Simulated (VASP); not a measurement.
# Li (P6_3/mmc) in VASP: further runs, part 2 of 2

VASP 6.6.1.

### Step 3. Relaxation of cell and atoms, PBEsol, target pressure 5 GPa, at which the enthalpy is minimised

Input file INCAR:

```
PREC = Accurate
ENCUT = 600
EDIFF = 1E-6
ISMEAR = -1
SIGMA = 0.05
LREAL = F
LASPH = T
NELM = 100
ALGO = Normal
ISIF = 3
LWAVE = F
LCHARG = F
GGA = PS
IBRION = 2
NSW = 60
EDIFFG = -0.01
PSTRESS = 50.0
```

Input file KPOINTS:

```
Automatic mesh
0
Gamma
  10 10 5
```

Input file POSCAR:

```
Li
1.0
    3.1110000000      0.0000000000      0.0000000000
   -1.5555000000      2.6942050312      0.0000000000
    0.0000000000      0.0000000000      5.0930000000
Li
2
Direct
    0.6666666667      0.3333333333      0.7500000000
    0.3333333333      0.6666666667      0.2500000000
```

Potentials or basis: VASP PAW PBE potentials, release 64 (Li_sv).

Started as:

```console
$ cat potpaw_PBE.64/Li_sv/POTCAR > POTCAR
$ mpirun -np 1 vasp_std > vasp.out
```

Wall time 80 s (1 thread of Intel Xeon 8259CL, shared host); peak memory 0.17 GiB.

The run converged. Its results:

```
Free energy                                                : -3.8325 eV
Relaxed volume                                             : 15.69 Å³/atom
Relaxed cell                                               : a = 2.812 Å, b = 2.812 Å, c = 4.583 Å, α = 90.00°, β = 90.00°, γ = 120.00°
Space group after relaxing (to 0.1 Å)                      : P6_3/mmc (No. 194)
Energy change on relaxing (the run minimises the enthalpy) : +51.2 meV/atom
Ionic steps                                                : 6
Pressure after relaxing                                    : 5.0 GPa
Band gap on the k mesh                                     : zero (bands 3 and 4 overlap by 3.68 eV)
```

Stress tensor (GPa, compression positive):
```
5.03 0.00 0.00
0.00 5.03 0.00
0.00 0.00 4.92
```

The path:
| step | energy change (eV) | largest force (eV/Å) | pressure (GPa) | volume (Å³) |
| --- | --- | --- | --- | --- |
| 1 | 0.0000 | 0.0000 | -0.81 | 42.69 |
| 2 | -0.0038 | 0.0000 | 0.68 | 38.08 |
| 3 | 0.0547 | 0.0000 | 3.45 | 33.21 |
| 4 | 0.1106 | 0.0000 | 5.24 | 31.13 |
| 5 | 0.1024 | 0.0000 | 4.99 | 31.39 |
| 6 | 0.1024 | 0.0000 | 4.99 | 31.39 |

Final structure:
```yaml
crystal:
  lattice:
    - [2.81228, 0.00000, 0.00000]
    - [-1.40614, 2.43550, 0.00000]
    - [0.00000, 0.00000, 4.58274]
  atoms:
    - { symbol: Li, position: [0.66667, 0.33333, 0.75000] }
    - { symbol: Li, position: [0.33333, 0.66667, 0.25000] }
```

Levels at points of the mesh, in eV from the Fermi level:
```csv
k point,band 1,band 2,band 3,band 4,band 5,band 6
"(0.00, 0.00, 0.00)",-45.50,-45.45,-3.86,-0.12,3.89,14.83
"(0.50, 0.00, 0.00)",-45.45,-45.43,-0.17,1.36,5.49,6.78
```

Caveat: the cutoff is under 1.25 times the usual one of these potentials, so pressure, stress and relaxed cells hold a basis-set (Pulay) error; the cell is relaxed towards a set pressure, so the run minimises the enthalpy, not the energy; the volume moved by over 15 % at a fixed basis, so the end points are rough; the PAW data sets were made with another functional, which shifts forces and pressure a little.

### Step 4. Relaxation of cell and atoms, PBEsol, target pressure 10 GPa, at which the enthalpy is minimised

Input file INCAR:

```
SYSTEM = Li
PREC = Accurate ; ENCUT = 600
EDIFF = 1E-7 ; ISMEAR = -1
SIGMA = 0.05 ; LREAL = .False.
LASPH = .True. ; NELM = 60
ALGO = Normal ; ISIF = 3
LWAVE = .False. ; LCHARG = .False.
GGA = PS ; IBRION = 2
NSW = 60 ; EDIFFG = -0.01
PSTRESS = 100.0
```

Input file KPOINTS:

```
regular mesh
0
Gamma
  10 10 5
  0 0 0
```

POSCAR is that of step 3.

Started as:

```console
$ cat potpaw_PBE.64/Li_sv/POTCAR > POTCAR
$ mpirun -np 1 vasp_std > vasp.out
```

It took 1.7 min on 1 thread of Intel Xeon 8259CL, shared host; peak memory 0.17 GiB.

Results (log left out):

| Item | Value |
| --- | --- |
| Free energy | -3.6517 eV |
| Relaxed volume | 13.70 Å³/atom |
| Relaxed cell | a = 2.689 Å, b = 2.689 Å, c = 4.376 Å, α = 90.00°, β = 90.00°, γ = 120.00° |
| Space group after relaxing (to 0.1 Å) | P6_3/mmc (No. 194) |
| Energy change on relaxing (the run minimises the enthalpy) | +141.6 meV/atom |
| Ionic steps | 7 |
| Pressure after relaxing | 9.9 GPa |
| Band gap on the k mesh | zero (bands 3 and 4 overlap by 3.87 eV) |

Step by step:
```csv
step,energy change (eV),largest force (eV/Å),pressure (GPa),volume (Å³)
1,0.0000,0.0000,-0.81,42.69
2,0.0325,0.0000,2.62,34.39
3,0.1827,0.0000,7.29,29.28
4,0.3002,0.0000,10.37,27.13
5,0.2833,0.0000,9.94,27.40
6,0.2833,0.0000,9.94,27.40
7,0.2832,0.0000,9.94,27.40
```

Final structure:
```yaml
crystal:
  lattice:
    - [2.68852, 0.00000, 0.00000]
    - [-1.34426, 2.32832, 0.00000]
    - [0.00000, 0.00000, 4.37648]
  atoms:
    - { symbol: Li, position: [0.66667, 0.33333, 0.75000] }
    - { symbol: Li, position: [0.33333, 0.66667, 0.25000] }
```

Levels at points of the mesh, in eV from the Fermi level:
```tsv
k point	band 1	band 2	band 3	band 4	band 5	band 6
(0.00, 0.00, 0.00)	-45.33	-45.25	-3.99	-0.20	4.51	16.24
(0.50, 0.00, 0.00)	-45.25	-45.22	-0.24	1.56	5.96	7.34
```

Caveat: the cutoff is under 1.25 times the usual one of these potentials, so pressure, stress and relaxed cells hold a basis-set (Pulay) error; the cell is relaxed towards a set pressure, so the run minimises the enthalpy, not the energy; the volume moved by over 15 % at a fixed basis, so the end points are rough; the PAW data sets were made with another functional, which shifts forces and pressure a little.

### Step 5. Relaxation of cell and atoms, PBEsol, target pressure 20 GPa, at which the enthalpy is minimised

Input file INCAR:

```
ALGO = Fast
EDIFF = 1E-6
EDIFFG = -0.01
ENCUT = 600
GGA = PS
IBRION = 2
ISIF = 3
ISMEAR = -1
LASPH = True
LCHARG = False
LREAL = False
LWAVE = False
NELM = 100
NSW = 60
PREC = Accurate
PSTRESS = 200.0
SIGMA = 0.05
```

Input file KPOINTS:

```
k-points
0
Gamma
  10 10 5
```

POSCAR is that of step 4.

Started as:

```console
$ cat potpaw_PBE.64/Li_sv/POTCAR > POTCAR
$ mpirun -np 1 vasp_std > vasp.out
```

It took 2.5 min on 1 thread of Intel Xeon 8259CL, shared host; peak memory 0.18 GiB.

The run converged. Its results:

| Quantity | Value |
| --- | --- |
| Free energy | -3.2463 eV |
| Relaxed volume | 11.44 Å³/atom |
| Relaxed cell | a = 2.526 Å, b = 2.526 Å, c = 4.141 Å, α = 90.00°, β = 90.00°, γ = 120.00° |
| Space group after relaxing (to 0.1 Å) | P6_3/mmc (No. 194) |
| Energy change on relaxing (the run minimises the enthalpy) | +344.3 meV/atom |
| Ionic steps | 11 |
| Pressure after relaxing | 19.9 GPa |
| Band gap on the k mesh | zero (bands 3 and 4 overlap by 4.15 eV) |

The path:
```csv
step,energy change (eV),largest force (eV/Å),pressure (GPa),volume (Å³)
1,0.0000,0.0000,-0.82,42.69
2,0.2622,0.0000,9.40,27.75
3,0.5564,0.0000,16.68,24.04
4,0.7046,0.0000,20.26,22.75
5,0.6651,0.0000,19.30,23.07
6,0.6655,0.0000,19.30,23.07
7,0.6667,0.0000,19.34,23.06
8,0.6677,0.0000,19.35,23.05
9,0.6707,0.0000,19.45,23.03
10,0.6766,0.0000,19.58,22.98
11,0.6886,0.0000,19.88,22.88
```

Final structure:
```
Li
1.0
     2.52583    0.00000    0.00000
    -1.26291    2.18743    0.00000
     0.00000    0.00000    4.14134
Li
2
Direct
  0.66667 0.33333 0.75000
  0.33333 0.66667 0.25000
```

Levels at points of the mesh, in eV from the Fermi level:
```csv
k point,band 1,band 2,band 3,band 4,band 5,band 6,band 7
"(0.00, 0.00, 0.00)",-45.13,-44.98,-4.05,-0.35,5.42,18.46,18.46
"(0.50, 0.00, 0.00)",-44.98,-44.93,-0.27,1.91,6.67,8.16,9.91
```

Caveat: the cutoff is under 1.25 times the usual one of these potentials, so pressure, stress and relaxed cells hold a basis-set (Pulay) error; the cell is relaxed towards a set pressure, so the run minimises the enthalpy, not the energy; the volume moved by over 15 % at a fixed basis, so the end points are rough; the PAW data sets were made with another functional, which shifts forces and pressure a little.

### Step 6. Relaxation of cell and atoms, PBEsol, target pressure 30 GPa, at which the enthalpy is minimised

Input file INCAR:

```
SYSTEM = Li
PREC = Accurate
ENCUT = 600
EDIFF = 1E-6
ISMEAR = -1
SIGMA = 0.05
LREAL = .FALSE.
LASPH = .TRUE.
NELM = 100
ALGO = Normal
ISIF = 3
LWAVE = .FALSE.
LCHARG = .FALSE.
GGA = PS
IBRION = 2
NSW = 60
EDIFFG = -0.01
PSTRESS = 300.0
```

Input file KPOINTS:

```
Automatic mesh
0
G
  10 10 5
  0 0 0
```

POSCAR is that of step 5.

Potentials or basis: VASP PAW PBE potentials, release 64 (Li_sv).

Started as:

```console
$ cat potpaw_PBE.64/Li_sv/POTCAR > POTCAR
$ mpirun -np 1 vasp_std > vasp.out
```

It took 72 s on 1 thread of Intel Xeon 8259CL, shared host; peak memory 0.17 GiB.

It converged, with:

* Free energy: -2.8288 eV
* Relaxed volume: 10.08 Å³/atom
* Relaxed cell: a = 2.419 Å, b = 2.419 Å, c = 3.978 Å, α = 90.00°, β = 90.00°, γ = 120.00°
* Space group after relaxing (to 0.1 Å): P6_3/mmc (No. 194)
* Energy change on relaxing (the run minimises the enthalpy): +553.1 meV/atom
* Ionic steps: 6
* Pressure after relaxing: 30.1 GPa
* Band gap on the k mesh: zero (bands 3 and 4 overlap by 4.33 eV)

Step by step:
```
step  energy change (eV)  largest force (eV/Å)  pressure (GPa)  volume (Å³)
   1              0.0000                0.0000           -0.81        42.69
   2              0.8030                0.0000           22.64        22.02
   3              1.0392                0.0000           28.40        20.53
   4              1.1060                0.0000           30.06        20.16
   5              1.1060                0.0000           30.06        20.16
   6              1.1061                0.0000           30.06        20.16
```

Final structure:
```
Li
1.0
     2.41903    0.00000    0.00000
    -1.20952    2.09494    0.00000
     0.00000    0.00000    3.97846
Li
2
Direct
  0.66667 0.33333 0.75000
  0.33333 0.66667 0.25000
```

Levels at points of the mesh, in eV from the Fermi level:
| k point | band 1 | band 2 | band 3 | band 4 | band 5 | band 6 |
| --- | --- | --- | --- | --- | --- | --- |
| (0.00, 0.00, 0.00) | -45.04 | -44.82 | -4.03 | -0.46 | 6.19 | 20.13 |
| (0.50, 0.00, 0.00) | -44.81 | -44.74 | -0.30 | 2.19 | 7.21 | 8.80 |

Caveat: the cutoff is under 1.25 times the usual one of these potentials, so pressure, stress and relaxed cells hold a basis-set (Pulay) error; the cell is relaxed towards a set pressure, so the run minimises the enthalpy, not the energy; the volume moved by over 15 % at a fixed basis, so the end points are rough; the PAW data sets were made with another functional, which shifts forces and pressure a little.

### Step 7. The runs side by side

| cell | gap on the mesh (eV) | pressure (GPa) |
| --- | --- | --- |
| relaxed to 2 GPa | none | 2.1 |
| relaxed to 5 GPa | none | 5.0 |
| relaxed to 10 GPa | none | 9.9 |
| relaxed to 20 GPa | none | 19.9 |
| relaxed to 30 GPa | none | 30.1 |

Alike in all rows: task relaxation of cell and atoms; level PBEsol; potentials or basis VASP PAW PBE potentials, release 64 (Li_sv); no spin polarisation; k mesh 10 × 10 × 5; cutoff (eV) 600; smearing fermi-dirac 0.05 eV.

Caveats: the cutoff is under 1.25 times the usual one of these potentials, so pressure, stress and relaxed cells hold a basis-set (Pulay) error; the cell is relaxed towards a set pressure, so the run minimises the enthalpy, not the energy; the volume moved by over 15 % at a fixed basis, so the end points are rough; the PAW data sets were made with another functional, which shifts forces and pressure a little.

Total energies depend on the potentials used, so only differences within one code and one set of settings carry meaning.
